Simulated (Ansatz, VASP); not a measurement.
Ga: VASP beside Ansatz

```
Ga
1.0
     1.47900   -4.14630    0.00000
     1.47900    4.14630    0.00000
     0.00000    0.00000    3.17000
Ga
2
Direct
  0.86700 0.13300 0.25000
  0.13300 0.86700 0.75000
```

Change from the starting cell: equal xx and yy strain of +2 %.

Alike in both runs: task single point; functional PBE; k mesh 12 × 12 × 10; occupations fermi-dirac, width 0.08 eV; no spin polarisation.

|  | VASP | Ansatz |
| --- | --- | --- |
| version | VASP 6.6.1 | Ansatz 0.2.0 |
| potentials or method | VASP PAW PBE potentials, release 64 (Ga_d), cutoff 520 eV | all-electron LAPW, scalar-relativistic |

```csv
,VASP,Ansatz,Ansatz less VASP
pressure (GPa),-0.1,-0.2,-0.07
"traceless stress, the component that is largest in VASP (GPa)",-2.27,-2.25,+0.014
rms of the force components (eV/Å),0.105,0.104,-0.0011
```

Atom by atom the forces differ by 0.001 eV/Å (rms over components). Ansatz ran all-electron here, and VASP with PAW potentials.
